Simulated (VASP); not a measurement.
Here is a VASP 6.6.1 calculation.

Contents of INCAR:

```
PREC = Accurate
ENCUT = 520
EDIFF = 1E-6
ISMEAR = 0
SIGMA = 0.1
LREAL = False
LASPH = True
NELM = 80
ALGO = Normal
ISIF = 2
LWAVE = False
LCHARG = False
NBANDS = 16
```

File KPOINTS:

```
regular mesh
0
Gamma
  21 21 2
```

The input POSCAR:

```
C
1.0
    2.4446025229      0.0000000000      0.0000000000
   -1.2223012614      2.1170878870      0.0000000000
    0.0000000000      0.0000000000     24.1078379870
C
4
Direct
    0.0000000000      0.0000000000      0.5687751440
    0.0000000000      0.0000000000      0.4312248560
    0.3333333333      0.6666666667      0.4312002200
    0.6666666667      0.3333333333      0.5687997800
```

Potentials or basis: VASP PAW LDA potentials, release 64 (C).

Run with:

```bash
$ cat potpaw_LDA.64/C/POTCAR > POTCAR
$ mpirun -np 1 vasp_std > vasp.out
```

(1) Estimate the band gap on the k mesh.

Answers

(1) zero (filled and empty bands touch).
